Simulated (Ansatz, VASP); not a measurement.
# Two plane-wave programs on C

INCAR

```
SYSTEM = C
PREC = Accurate
ENCUT = 520
EDIFF = 1E-6
ISMEAR = 0
SIGMA = 0.05
LREAL = .False.
LASPH = .True.
NELM = 100
ALGO = Normal
ISIF = 2
LWAVE = .False.
LCHARG = .False.
NBANDS = 11
```

File KPOINTS:

```
regular mesh
0
Gamma
  14 14 14
  0 0 0
```

POSCAR

```
C
1.0
    0.0000000000      2.1270000000      3.4484400000
    1.2280000000      0.0000000000      3.4484400000
    1.2280000000      2.1270000000      0.0000000000
C
2
Direct
    0.1666700000      0.8333300000      0.1666700000
    0.8333300000      0.1666700000      0.8333300000
```

Input for Ansatz:

```yaml
crystal:
  lattice:
    - [0.0, 2.127, 3.44844]
    - [1.228, 0.0, 3.44844]
    - [1.228, 2.127, 0.0]
  atoms:
    - { symbol: C, position: [0.16667, 0.83333, 0.16667] }
    - { symbol: C, position: [0.83333, 0.16667, 0.83333] }
basis:
  ecutwfc: 420
kpoints:
  mp_grid: { grid: [14, 14, 14] }
hamiltonian:
  xc: lda
scf:
  occupations: { method: gaussian, width: 0.05 }
output:
  forces: true
  stress: true
  eigenvalues: true
```

Change from the starting cell: strain +0.000 along x and y, +0.030 along z, atoms carried along.

Alike in both runs: task single point; functional LDA; k mesh 14 × 14 × 14; occupations gaussian, width 0.05 eV; no spin polarisation.

|  | VASP | Ansatz |
| --- | --- | --- |
| version | VASP 6.6.1 | Ansatz 0.2.0 |
| potentials or method | VASP PAW LDA potentials, release 64 (C), cutoff 520 eV | scalar-relativistic, plane waves, PAW |
| valence electrons in the cell | 8 | 8 |

|  | VASP | Ansatz | Ansatz less VASP |
| --- | --- | --- | --- |
| gap on the k mesh at the Fermi level (eV) | 0.45 | 0.45 | +0.001 |
| least direct gap on the mesh (eV) | 0.55 | 0.55 | +0.002 |
| pressure (GPa) | -3.1 | -3.9 | -0.77 |
| traceless stress, the component that is largest in VASP (GPa) | 2.49 | 3.39 | +0.899 |
| rms of the force components (eV/Å) | 0.016 | 0.016 | 0.0000 |

LDA's correlation is that of Perdew and Zunger in VASP and of Perdew and Wang (1992) in Ansatz. Atom by atom the forces differ by 0.000 eV/Å (rms over components).
